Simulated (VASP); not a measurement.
LiNbO3:

```
Li Nb O
1.0
     2.59475    1.49808    4.67149
    -2.59475    1.49808    4.67149
     0.00000   -2.99616    4.67149
Li Nb O
2 2 6
Direct
  0.28160 0.28160 0.28160
  0.78160 0.78160 0.78160
  0.00045 0.00045 0.00045
  0.50045 0.50045 0.50045
  0.11044 0.35817 0.72115
  0.72115 0.11044 0.35817
  0.35817 0.72115 0.11044
  0.22115 0.85817 0.61044
  0.85817 0.61044 0.22115
  0.61044 0.22115 0.85817
```

| Property | Result |
| --- | --- |
| Program | VASP 6.6.1 |
| Task | relaxation of cell and atoms |
| Functional | LDA |
| Potentials or basis | VASP PAW LDA potentials, release 64 (Li_sv, Nb_sv, O) |
| Cutoff | 600 eV |
| k mesh | 6 × 6 × 6 |
| Occupations | fermi-dirac, width 0.02 eV |
| Spin | no spin polarisation |

At the start: pressure -10.0 GPa; volume 10.90 Å³/atom.

Problem. How do energy, volume and symmetry change on relaxing?

Solution. Over 26 steps the energy falls by 24.0 meV/atom and the volume is 10.12 Å³/atom (-7.1 %); space group R3c (No. 161, to 0.1 Å) before and after.

The path:
| step | energy change (eV) | largest force (eV/Å) | pressure (GPa) | volume (Å³) |
| --- | --- | --- | --- | --- |
| 1 | 0.0000 | 0.2493 | -10.04 | 108.95 |
| 2 | 0.0808 | 1.4813 | 14.18 | 98.54 |
| 3 | -0.1658 | 0.6513 | -0.34 | 104.08 |
| 4 | -0.2256 | 0.1591 | 0.34 | 102.21 |
| 5 | -0.2258 | 0.1584 | 0.42 | 102.10 |
| 6 | -0.2301 | 0.0932 | -0.91 | 102.43 |
| 7 | -0.2302 | 0.0880 | -1.16 | 102.49 |
| 8 | -0.2332 | 0.0616 | -0.97 | 102.29 |
| 9 | -0.2380 | 0.0454 | -0.35 | 101.70 |
| 10 | -0.2382 | 0.0627 | -0.20 | 101.56 |
| 11 | -0.2391 | 0.0409 | -0.06 | 101.40 |
| 12 | -0.2397 | 0.0082 | 0.16 | 101.14 |
| 13 | -0.2398 | 0.0133 | -0.08 | 101.22 |
| 14 | -0.2398 | 0.0123 | -0.07 | 101.22 |
| 15 | -0.2399 | 0.0088 | -0.04 | 101.22 |
| 16 | -0.2399 | 0.0090 | -0.02 | 101.22 |
| 17 | -0.2399 | 0.0082 | 0.00 | 101.20 |
| 18 | -0.2399 | 0.0062 | 0.09 | 101.17 |
| 19 | -0.2399 | 0.0068 | 0.08 | 101.18 |
| 20 | -0.2399 | 0.0086 | 0.03 | 101.19 |
| 21 | -0.2399 | 0.0070 | 0.05 | 101.18 |
| 22 | -0.2399 | 0.0059 | 0.05 | 101.18 |
| 23 | -0.2399 | 0.0051 | 0.03 | 101.19 |
| 24 | -0.2399 | 0.0076 | -0.03 | 101.20 |
| 25 | -0.2399 | 0.0063 | -0.02 | 101.19 |
| 26 | -0.2399 | 0.0041 | 0.00 | 101.19 |

Final structure:
```
Li Nb O
1.0
     2.53163    1.46164    4.55771
    -2.53163    1.46164    4.55771
     0.00000   -2.92328    4.55771
Li Nb O
2 2 6
Direct
  0.28194 0.28194 0.28194
  0.78194 0.78194 0.78194
  0.99820 0.99820 0.99820
  0.49820 0.49820 0.49820
  0.10618 0.36742 0.71807
  0.71807 0.10618 0.36742
  0.36742 0.71807 0.10618
  0.21807 0.86742 0.60618
  0.86742 0.60618 0.21807
  0.60618 0.21807 0.86742
```

Caveat: the cutoff is under 1.25 times the usual one of these potentials, so pressure, stress and relaxed cells hold a basis-set (Pulay) error.
